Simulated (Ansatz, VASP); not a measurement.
One calculation of AlN, two programs

File INCAR:

```
  PREC = Accurate
  ENCUT = 520
  EDIFF = 1E-6
  ISMEAR = 0
  SIGMA = 0.05
  LREAL = False
  LASPH = True
  NELM = 100
  ALGO = Normal
  ISIF = 2
  LWAVE = False
  LCHARG = False
  GGA = PS
  NBANDS = 16
```

KPOINTS

```
regular mesh
0
Gamma
  9 9 6
```

Contents of POSCAR:

```
AlN
1.0
    3.2489220411      0.0000000000      0.0000000000
   -1.6244610206      2.8136490225      0.0000000000
    0.0000000000      0.0000000000      4.2749316216
Al N
2 2
Direct
    0.3333333333      0.6666666667      0.7500000000
    0.6666666667      0.3333333333      0.2500000000
    0.3333333333      0.6666666667      0.2500000000
    0.6666666667      0.3333333333      0.7500000000
```

Input for Ansatz:

```yaml
crystal:
  lattice:
    - [3.2489220411, 0.0, 0.0]
    - [-1.6244610206, 2.8136490225, 0.0]
    - [0.0, 0.0, 4.2749316216]
  atoms:
    - { symbol: Al, position: [0.3333333333, 0.6666666667, 0.75] }
    - { symbol: Al, position: [0.6666666667, 0.3333333333, 0.25] }
    - { symbol: "N", position: [0.3333333333, 0.6666666667, 0.25] }
    - { symbol: "N", position: [0.6666666667, 0.3333333333, 0.75] }
basis:
  ecutwfc: 520.0
kpoints:
  mp_grid: { grid: [9, 9, 6] }
hamiltonian:
  xc: pbesol
  pseudopotentials: { kind: paw, azcp: { folder: soft_1 } }
scf:
  occupations: { method: gaussian, width: 0.05 }
output:
  forces: true
  stress: true
  eigenvalues: true
```

Alike in both runs: task single point; functional PBEsol; k mesh 9 × 9 × 6; occupations gaussian, width 0.05 eV; no spin polarisation.

```csv
,VASP,Ansatz
version,VASP 6.6.1,Ansatz 0.2.0
potentials or method,"VASP PAW PBE potentials, release 64 (Al, N), cutoff 520 eV","scalar-relativistic, plane waves, PAW"
valence electrons in the cell,16,16
```

```csv
,VASP,Ansatz,Ansatz less VASP
gap on the k mesh at the Fermi level (eV),3.23,3.21,-0.015
least direct gap on the mesh (eV),3.23,3.21,-0.015
pressure (GPa),2.0,2.0,-0.03
"traceless stress, the component that is largest in VASP (GPa)",-6.41,-6.33,+0.074
```

VASP's potentials were made for PBE, not for PBEsol, and Ansatz warns of the same on its side. The functional is the same, so the differences come from potentials, cutoffs and numerics.
